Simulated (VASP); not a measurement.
# H (P6_3/mmc) in VASP: notebook

The runs below take H through electric field gradients, density of states, with PBE.

All numbers are computed with VASP 6.6.1; they aren't measurements. Logs are shortened: lines on timing, memory, paths and dates and some standing lists are left out, and cuts for length are marked.

## 1. The cell of the first run

Symmetry: P6_3/mmc, No. 194, hexagonal system. The conventional cell has a = 3.782 Å, b = 3.782 Å, c = 6.167 Å, α = 90.00°, β = 90.00°, γ = 120.00°. Within 2.1 Å of H (site symmetry 3m) lie 1 H at 1.57 Å.

## 2. Electric field gradients, PBE

File INCAR:

```
ALGO     = Normal         # electronic algorithm
EDIFF    = 1E-8           # SCF threshold, eV
ENCUT    = 520            # plane-wave cutoff, eV
GGA      = PE             # functional
ISIF     = 2              # what is computed and relaxed
ISMEAR   = -1             # smearing method
LASPH    = T              # aspherical terms in the spheres
LCHARG   = F              # write CHGCAR
LEFG     = T            
LREAL    = F              # projectors in reciprocal space
LWAVE    = F              # write WAVECAR
NBANDS   = 10             # bands
NELM     = 100            # most SCF steps
PREC     = Accurate       # precision mode
SIGMA    = 0.01           # smearing width, eV
```

File KPOINTS:

```
k-points
0
Gamma
  8 8 5
```

File POSCAR:

```
H
1.0
    3.7820008326      0.0000000000      0.0000000000
   -1.8910004163      3.2753087982      0.0000000000
    0.0000000000      0.0000000000      6.1670000000
H
4
Direct
    0.3333333333      0.6666666667      0.1230000000
    0.6666666667      0.3333333333      0.6230000000
    0.3333333333      0.6666666667      0.3770000000
    0.6666666667      0.3333333333      0.8770000000
```

Potentials or basis: VASP PAW PBE potentials, release 64 (H).

Started as:

```console
> cat potpaw_PBE.64/H/POTCAR > POTCAR
> mpirun -np 1 vasp_std > vasp.out
```

OUTCAR:

```text
EDIFF = 1E-8
   ENCUT = 520
   GGA = PE
   ISIF = 2
   ISMEAR = -1
   LASPH = T
   LREAL = F
   NELM = 100
   PREC = Accurate

 ion  position               nearest neighbor table
   1  0.333  0.667  0.123-
   2  0.667  0.333  0.623-
   3  0.333  0.667  0.377-
   4  0.667  0.333  0.877-

  LATTYP: Found a hexagonal cell.
 ALAT       =     3.7820008326
 C/A-ratio  =     1.6306183613

  Lattice vectors:

 A1 = (   3.7820008326,   0.0000000000,   0.0000000000)
 A2 = (  -1.8910004163,   3.2753087982,   0.0000000000)
 A3 = (   0.0000000000,   0.0000000000,   6.1670000000)

Analysis of symmetry for initial positions (statically):
=====================================================================
 Subroutine PRICEL returns:
 Original cell was already a primitive cell.

 Routine SETGRP: Setting up the symmetry group for a
 hexagonal supercell.

 Subroutine GETGRP returns: Found 24 space group operations
 (whereof 12 operations were pure point group operations)
 out of a pool of 24 trial point group operations.

The static configuration has the point symmetry D_3d.
 The point group associated with its full space group is D_6h.

Analysis of symmetry for dynamics (positions and initial velocities):
=====================================================================
 Subroutine PRICEL returns:
 Original cell was already a primitive cell.

 Routine SETGRP: Setting up the symmetry group for a
 hexagonal supercell.

 Subroutine GETGRP returns: Found 24 space group operations
 (whereof 12 operations were pure point group operations)
 out of a pool of 24 trial point group operations.

The dynamic configuration has the point symmetry D_3d.
 The point group associated with its full space group is D_6h.

 Subroutine INISYM returns: Found 24 space group operations
 (whereof 12 operations are pure point group operations),
 and found     1 'primitive' translations

----------------------------------------------------------------------------------------

                                     Primitive cell

  volume of cell :      76.3920

  direct lattice vectors                    reciprocal lattice vectors
     3.782000833  0.000000000  0.000000000     0.264410307  0.152657362  0.000000000
    -1.891000416  3.275308798  0.000000000     0.000000000  0.305314723  0.000000000
     0.000000000  0.000000000  6.167000000     0.000000000  0.000000000  0.162153397

  length of vectors
     3.782000833  3.782000833  6.167000000     0.305314723  0.305314723  0.162153397

  position of ions in fractional coordinates (direct lattice)
     0.333333333  0.666666667  0.123000000
     0.666666667  0.333333333  0.623000000
     0.333333333  0.666666667  0.377000000
     0.666666667  0.333333333  0.877000000

  ion indices of the primitive-cell ions
   primitive index   ion index
                 1           1
                 2           2
                 3           3
                 4           4

----------------------------------------------------------------------------------------

 KPOINTS: k-points

Automatic generation of k-mesh.
 Grid dimensions read from file:
 generate k-points for:    8    8    5

 Generating k-lattice:

  Cartesian coordinates                     Fractional coordinates (reciprocal lattice)
     0.033051288  0.019082170  0.000000000     0.125000000  0.000000000  0.000000000
     0.000000000  0.038164340  0.000000000     0.000000000  0.125000000  0.000000000
     0.000000000  0.000000000  0.032430679     0.000000000  0.000000000  0.200000000

  Length of vectors
     0.038164340  0.038164340  0.032430679

  Shift w.r.t. Gamma in fractional coordinates (k-lattice)
     0.000000000  0.000000000  0.000000000

 Subroutine IBZKPT returns following result:
 ===========================================

 Found     30 irreducible k-points:

 Following reciprocal coordinates:
            Coordinates               Weight
  0.000000  0.000000  0.000000      1.000000
  0.125000  0.000000  0.000000      6.000000
  0.250000  0.000000  0.000000      6.000000
  0.375000  0.000000  0.000000      6.000000
  0.500000  0.000000  0.000000      3.000000
  0.125000  0.125000  0.000000      6.000000
[... 16 lines left out ...]
  0.250000  0.000000  0.400000     12.000000
  0.375000  0.000000  0.400000     12.000000
 [... further k-points ...]
   k-points           NKPTS =     30   k-points in BZ     NKDIM =     30   number of bands    NBANDS=     10
   number of dos      NEDOS =    301   number of ions     NIONS =      4
   total plane-waves  NPLWV =  37632
   dimension x,y,z NGX =    28 NGY =   28 NGZ =   48
   dimension x,y,z NGXF=    56 NGYF=   56 NGZF=   96
   ions per type =               4
   NGX,Y,Z   is equivalent  to a cutoff of  12.31, 12.31, 12.94 a.u.
   NGXF,Y,Z  is equivalent  to a cutoff of  24.62, 24.62, 25.88 a.u.
 SYSTEM =  unknown system
   PREC   = accura    normal or accurate (medium, high low for compatibility)
   ISTART =      0    job   : 0-new  1-cont  2-samecut
   ICHARG =      2    charge: 1-file 2-atom 10-const
   ISPIN  =      1    spin polarized calculation?
   LNONCOLLINEAR =      F non collinear calculations
   LSORBIT =      F    spin-orbit coupling
   LASPH  =      T    aspherical Exc in radial PAW
   ENCUT  =  520.0 eV  38.22 Ry    6.18 a.u.   7.03  7.03 11.47*2*pi/ulx,y,z
   NELM   =    100;   NELMIN=  2; NELMDL= -5     # of ELM steps
   EDIFF  = 0.1E-07   stopping-criterion for ELM
   LREAL  =      F    real-space projection
   EDIFFG = 0.1E-06   stopping-criterion for IOM
   NSW    =      0    number of steps for IOM
   IBRION =     -1    ionic relax: 0-MD 1-quasi-New 2-CG
   NFREE  =      0    steps in history (QN), initial steepest desc. (CG)
   ISIF   =      2    stress and relaxation
   ISYM   =      2    0-nonsym 1-usesym 2-fastsym
   POTIM  = 0.5000    time-step for ionic-motion
   TEBEG  =    0.0;   TEEND  =   0.0 temperature during run
   PSTRESS=    0.0 pullay stress
   NELECT =       4.0000    total number of electrons
   NUPDOWN=      -1.0000    fix difference up-down
   EMIN   =  10.00;   EMAX   =-10.00  energy-range for DOS
   EFERMI =   0.00;   METHOD = LEGACY
   ISMEAR =    -1;   SIGMA  =   0.01  broadening in eV -4-tet -1-fermi 0-gaus
   EFERMI_NEDOS =   21; number of points for ismear=-14 and -15
   IALGO  =     38    algorithm
   IMIX   =      4    mixing-type and parameters
     AMIX     =   0.40;   BMIX     =  1.00
     AMIX_MAG =   1.60;   BMIX_MAG =  1.00
  volume/ion in A,a.u.               =      19.10       128.88
  Fermi-wavevector in a.u.,A,eV,Ry     =   0.612462  1.157385  5.103671  0.375109
  Thomas-Fermi vector in A             =   1.668758
   LORBIT       =      0    0 simple, 1 ext, 2 COOP (PROOUT), +10 PAW based schemes
   GGA     = PE    functional components
   LHFCALC =     F    Hartree Fock is set to
   AEXX    =    0.0000 exact exchange contribution
   IVDW    =     0    specifies the selected vdW correction
   LEPSILON=     F    determine dielectric tensor
   LRPA    =     F    only Hartree local field effects (RPA)
 non-spin polarized calculation
  energy-cutoff  :      520.00
  volume of cell :       76.39
 maximum number of plane-waves:      2071
   NGX = 15   NGY = 15   NGZ = 23

 number of electron       4.0000001 magnetization

 Free energy of the ion-electron system (eV)
  ---------------------------------------------------
  ext. energy  EPLUGINS =         0.00000000
  ---------------------------------------------------
  free energy    TOTEN  =        -7.35443758 eV

  energy without entropy =       -7.35443758  energy(sigma->0) =       -7.35443758

 E-fermi :  -5.9436     XC(G=0):  -4.9110

 val. band max:       -6.1841482392   @ k =   0.1250   0.1250   0.0000
 cond. band min:      -4.5104884978   @ k =   0.0000   0.0000   0.0000
 fundamental gap:      1.6736597415
 Fermi energy:        -5.9436353209

 k-point     1 :       0.0000    0.0000    0.0000
  band No.  band energies     occupation
      1      -8.5071      2.00000
      2      -6.2082      2.00000
      3      -4.5105      0.00000
      4      -0.1871      0.00000
      5       4.7575      0.00000
      6       5.0637      0.00000
      7       8.4121      0.00000
      8       8.4121      0.00000
      9       9.8033      0.00000
     10       9.8034      0.00000

 k-point     2 :       0.1250    0.0000    0.0000
  band No.  band energies     occupation
      1      -8.3774      2.00000
      2      -6.1924      2.00000
      3      -4.3638      0.00000
      4      -0.3138      0.00000
      5       4.1059      0.00000
      6       4.5033      0.00000
      7       7.5903      0.00000
      8       8.2503      0.00000
      9       9.2105      0.00000
     10      10.1890      0.00000

 k-point     3 :       0.2500    0.0000    0.0000
  band No.  band energies     occupation
      1      -8.0151      2.00000
      2      -6.1920      2.00000
      3      -3.9445      0.00000
      4      -0.6917      0.00000
      5       2.7300      0.00000
      6       3.7387      0.00000
      7       6.6318      0.00000
      8       7.5942      0.00000
      9       7.7392      0.00000
     10       9.6043      0.00000
[... 248 lines left out ...]
 k-point    23 :       0.2500    0.0000    0.4000
  band No.  band energies     occupation
      1      -7.5794      2.00000
      2      -7.0786      2.00000
      3      -2.7089      0.00000
      4      -1.8038      0.00000
      5       3.5586      0.00000
      6       4.0662      0.00000
      7       6.7974      0.00000
      8       7.2501      0.00000
      9       7.5108      0.00000
     10       8.0197      0.00000

 k-point    24 :       0.3750    0.0000    0.4000
  band No.  band energies     occupation
      1      -7.1789      2.00000
      2      -6.8181      2.00000
      3      -2.7149      0.00000
      4      -2.1212      0.00000
      5       2.6042      0.00000
      6       3.3285      0.00000
      7       6.2793      0.00000
      8       6.6478      0.00000
      9       7.2270      0.00000
     10       7.4272      0.00000

 [... further k-points ...]
[... 5 lines left out ...]
  --------------------------------------------------------------------------------------
  -------------------------------------------------------------------------------------
  Total       -0.2423202     -0.2423202    -11.9805856      0.0000000      0.0000000      0.0000000
  in kB       -5.0822075     -5.0822075   -251.2700968      0.0000000      0.0000000      0.0000000
  external PRESSURE =     -87.1448373 kB  Pullay stress =       0.0000000 kB

 VOLUME and BASIS-vectors are now :
 -----------------------------------------------------------------------------
  energy-cutoff  :      520.00
  volume of cell :       76.39
      direct lattice vectors                 reciprocal lattice vectors
     3.782000833  0.000000000  0.000000000     0.264410307  0.152657362  0.000000000
    -1.891000416  3.275308798  0.000000000     0.000000000  0.305314723  0.000000000
     0.000000000  0.000000000  6.167000000     0.000000000  0.000000000  0.162153397

 POSITION                                       TOTAL-FORCE (eV/Angst)
 -----------------------------------------------------------------------------------
     -0.00000      2.18354      0.75854         0.000000     -0.000000      3.608079
      1.89100      1.09177      3.84204        -0.000000      0.000000      3.608079
     -0.00000      2.18354      2.32496         0.000000     -0.000000     -3.608079
      1.89100      1.09177      5.40846        -0.000000      0.000000     -3.608079
 -----------------------------------------------------------------------------------
    total drift:                               -0.000000      0.000000     -0.000000

  FREE ENERGIE OF THE ION-ELECTRON SYSTEM (eV)
  ---------------------------------------------------
  free  energy   TOTEN  =        -7.3544375807 eV

  energy  without entropy=       -7.3544375807  energy(sigma->0) =       -7.35443758

 Electric field gradients (V/A^2)
---------------------------------------------------------------------
 ion       V_xx      V_yy      V_zz      V_xy      V_xz      V_yz
---------------------------------------------------------------------
   1       1.066     1.066    -2.132     0.000    -0.000     0.000
   2       1.066     1.066    -2.132     0.000     0.000    -0.000
   3       1.066     1.066    -2.132     0.000     0.000    -0.000
   4       1.066     1.066    -2.132     0.000    -0.000     0.000
---------------------------------------------------------------------

 Electric field gradients after diagonalization (V/A^2)
 (convention: |V_zz| > |V_xx| > |V_yy|)
----------------------------------------------------------------------
 ion       V_xx      V_yy      V_zz     asymmetry (V_yy - V_xx)/ V_zz
----------------------------------------------------------------------
   1       1.066     1.066    -2.132       0.000
   2       1.066     1.066    -2.132       0.000
   3       1.066     1.066    -2.132       0.000
   4       1.066     1.066    -2.132       0.000
----------------------------------------------------------------------

           NMR quadrupolar parameters

 Cq : quadrupolar parameter    Cq=e*Q*V_zz/h
 eta: asymmetry parameters     (V_yy - V_xx)/ V_zz
 Q  : nuclear electric quadrupole moment in mb (millibarn)
----------------------------------------------------------------------
 ion       Cq(MHz)       eta       Q (mb)
----------------------------------------------------------------------
   1      -0.005       0.000       1.000
   2      -0.005       0.000       1.000
   3      -0.005       0.000       1.000
   4      -0.005       0.000       1.000
----------------------------------------------------------------------
```

It took 19 s on 1 thread of AMD EPYC 7R43 (Zen 3), shared host; peak memory 0.14 GiB.

Results:

| Property | Result |
| --- | --- |
| Free energy | -7.3544 eV |
| Pressure | -8.7 GPa |
| Largest force | 3.608 eV/Å |
| Band gap on the k mesh | 1.67 eV, indirect (least direct gap 1.70 eV) |

Forces on the atoms (eV/Å):
```
H    0.000  0.000  3.608
H    0.000  0.000  3.608
H    0.000  0.000 -3.608
H    0.000  0.000 -3.608
```

Electric field gradients, principal values (V/Å²):
```tsv
atom	least	middle	greatest (by size)
1 H	1.066	1.066	-2.132
2 H	1.066	1.066	-2.132
3 H	1.066	1.066	-2.132
4 H	1.066	1.066	-2.132
```

Caveat: without QUAD_EFG the Cq values of the log hold for a quadrupole moment of 1 mb, not for the nuclei; forces of over 1 eV/Å act on the atoms, so gaps and moduli don't describe the material at rest.

## 3. Density of states, PBE

POSCAR is that of step 2.

File INCAR.step1:

```
ALGO = Normal
EDIFF = 1E-7
ENCUT = 520
GGA = PE
ISIF = 2
ISMEAR = -1
LASPH = T
LCHARG = T
LREAL = F
LWAVE = F
NBANDS = 10
NELM = 100
PREC = Accurate
SIGMA = 0.01
```

File KPOINTS.step1:

```
k-points
0
Gamma
  8 8 5
```

File INCAR.step2:

```
ALGO = Normal
EDIFF = 1E-7
ENCUT = 520
GGA = PE
ICHARG = 11
ISIF = 2
ISMEAR = -5
LASPH = T
LCHARG = F
LORBIT = 11
LREAL = F
LWAVE = F
NEDOS = 2001
NELM = 100
PREC = Accurate
SIGMA = 0.01
```

File KPOINTS.step2:

```
k-points
0
Gamma
  12 12 8
```

Potentials or basis: VASP PAW PBE potentials, release 64 (H).

Started as:

```console
> cat potpaw_PBE.64/H/POTCAR > POTCAR
> cp INCAR.step1 INCAR
> cp KPOINTS.step1 KPOINTS
> mpirun -np 1 vasp_std > vasp.out
> cp INCAR.step2 INCAR
> cp KPOINTS.step2 KPOINTS
> mpirun -np 1 vasp_std > vasp.out
```

OUTCAR:

```text
EDIFF = 1E-7
   ENCUT = 520
   GGA = PE
   ICHARG = 11
   ISIF = 2
   ISMEAR = -5
   LASPH = T
   LORBIT = 11
   LREAL = F
   NELM = 100
   PREC = Accurate

 ion  position               nearest neighbor table
   1  0.333  0.667  0.123-
   2  0.667  0.333  0.623-
   3  0.333  0.667  0.377-
   4  0.667  0.333  0.877-

  LATTYP: Found a hexagonal cell.
 ALAT       =     3.7820008326
 C/A-ratio  =     1.6306183613

  Lattice vectors:

 A1 = (   3.7820008326,   0.0000000000,   0.0000000000)
[... 416 lines left out ...]
  in kB       -5.1216211     -5.1216211   -251.2528119     -0.0000000      0.0000000      0.0000000
  external PRESSURE =     -87.1653513 kB  Pullay stress =       0.0000000 kB

 VOLUME and BASIS-vectors are now :
 -----------------------------------------------------------------------------
  energy-cutoff  :      520.00
  volume of cell :       76.39
      direct lattice vectors                 reciprocal lattice vectors
     3.782000833  0.000000000  0.000000000     0.264410307  0.152657362  0.000000000
    -1.891000416  3.275308798  0.000000000     0.000000000  0.305314723  0.000000000
     0.000000000  0.000000000  6.167000000     0.000000000  0.000000000  0.162153397

 POSITION                                       TOTAL-FORCE (eV/Angst)
 -----------------------------------------------------------------------------------
     -0.00000      2.18354      0.75854        -0.000000      0.000000      3.606963
      1.89100      1.09177      3.84204         0.000000      0.000000      3.606963
     -0.00000      2.18354      2.32496        -0.000000      0.000000     -3.606963
      1.89100      1.09177      5.40846         0.000000      0.000000     -3.606963
 -----------------------------------------------------------------------------------
    total drift:                               -0.000000      0.000000     -0.000000

  FREE ENERGIE OF THE ION-ELECTRON SYSTEM (eV)
  ---------------------------------------------------
  free  energy   TOTEN  =        -7.3545530330 eV

  energy  without entropy=       -7.3545530330  energy(sigma->0) =       -7.35455303

 total charge

# of ion       s       p       d       tot
------------------------------------------
    1        0.354   0.001   0.000   0.355
    2        0.354   0.001   0.000   0.355
    3        0.354   0.001   0.000   0.355
    4        0.354   0.001   0.000   0.355
--------------------------------------------------
tot          1.414   0.006   0.000   1.420
```

OUTCAR.step1:

```text
EDIFF = 1E-7
   ENCUT = 520
   GGA = PE
   ISIF = 2
[... 543 lines left out ...]
     -0.00000      2.18354      0.75854         0.000000     -0.000000      3.608079
      1.89100      1.09177      3.84204        -0.000000      0.000000      3.608079
     -0.00000      2.18354      2.32496         0.000000     -0.000000     -3.608079
      1.89100      1.09177      5.40846        -0.000000      0.000000     -3.608079
 -----------------------------------------------------------------------------------
    total drift:                               -0.000000      0.000000     -0.000000

  FREE ENERGIE OF THE ION-ELECTRON SYSTEM (eV)
  ---------------------------------------------------
  free  energy   TOTEN  =        -7.3544375807 eV

  energy  without entropy=       -7.3544375807  energy(sigma->0) =       -7.35443758
```

OSZICAR.step1:

```text
N       E                     dE             d eps       ncg     rms          rms(c)
DAV:   1    -0.142479514009E+01   -0.14248E+01   -0.12810E+03   600   0.265E+02
DAV:   2    -0.714668233888E+01   -0.57219E+01   -0.55857E+01   716   0.389E+01
DAV:   3    -0.741786005566E+01   -0.27118E+00   -0.27107E+00   718   0.782E+00
DAV:   4    -0.741870645893E+01   -0.84640E-03   -0.84638E-03   762   0.494E-01
DAV:   5    -0.741870849903E+01   -0.20401E-05   -0.20403E-05   738   0.242E-02    0.168E+00
DAV:   6    -0.738127724714E+01    0.37431E-01   -0.12456E-02   652   0.443E-01    0.104E+00
DAV:   7    -0.735302517007E+01    0.28252E-01   -0.45072E-02   654   0.773E-01    0.103E-01
DAV:   8    -0.735446449494E+01   -0.14393E-02   -0.24473E-03   642   0.206E-01    0.518E-02
DAV:   9    -0.735443358129E+01    0.30914E-04   -0.15091E-04   706   0.600E-02    0.578E-03
DAV:  10    -0.735443577890E+01   -0.21976E-05   -0.21660E-06   726   0.877E-03    0.232E-03
DAV:  11    -0.735443758023E+01   -0.18013E-05   -0.19715E-06   654   0.685E-03    0.250E-04
DAV:  12    -0.735443758068E+01   -0.44829E-09   -0.27095E-08   772   0.101E-03
   1 F= -.73544376E+01 E0= -.73544376E+01  d E =-.654671E-12
```

It took 35 s on 1 thread of AMD EPYC 7R43 (Zen 3), shared host; peak memory 0.14 GiB.

What came out:

| Property | Result |
| --- | --- |
| Valence electrons inside the program's atomic spheres | H 0.35 |
